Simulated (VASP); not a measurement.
Runs of VASP 6.6.1 on TaN. The structure is that of space group P6_3mc (No. 186), or close to it. The cells are those of the table. 

```tsv
cell	gap on the mesh (eV)	pressure (GPa)	largest force (eV/Å)
a = 3.020, b = 3.020, c = 5.848 Å, angles 90.0, 90.0, 120.0°, 4 atoms	none	43.2	0.21
a = 3.109, b = 3.109, c = 6.020 Å, angles 90.0, 90.0, 120.0°, 4 atoms	none	11.6	0.07
a = 2.980, b = 2.980, c = 6.007 Å, angles 90.0, 90.0, 120.0°, 4 atoms	none	(a)	0.99
a = 3.066, b = 3.066, c = 5.935 Å, angles 90.0, 90.0, 120.0°, 4 atoms	none	25.7	0.13
```

Alike in all rows: task single point; level PBE; potentials or basis VASP PAW PBE potentials, release 64 (Ta_sv_GW, N); no spin polarisation; k mesh 18 × 18 × 8; cutoff (eV) 700; smearing gaussian 0.15 eV.

Question: Fill in the values left out.

Answer: (a) 40.1.

Caveats: spin-orbit coupling is left out, which moves the levels of the heavy elements; the stress differs along the axes, from 38 to 54 GPa (at least some runs); the cell stands under pressure (at least some runs); the stress differs along the axes, from 35 to 43 GPa (at least some runs); the stress differs along the axes, from 23 to 32 GPa (at least some runs).

A k mesh can miss the band edges, and the runs leave out spin-orbit coupling on Ta.

A gap of «none» marks levels without a gap at the run's occupations.
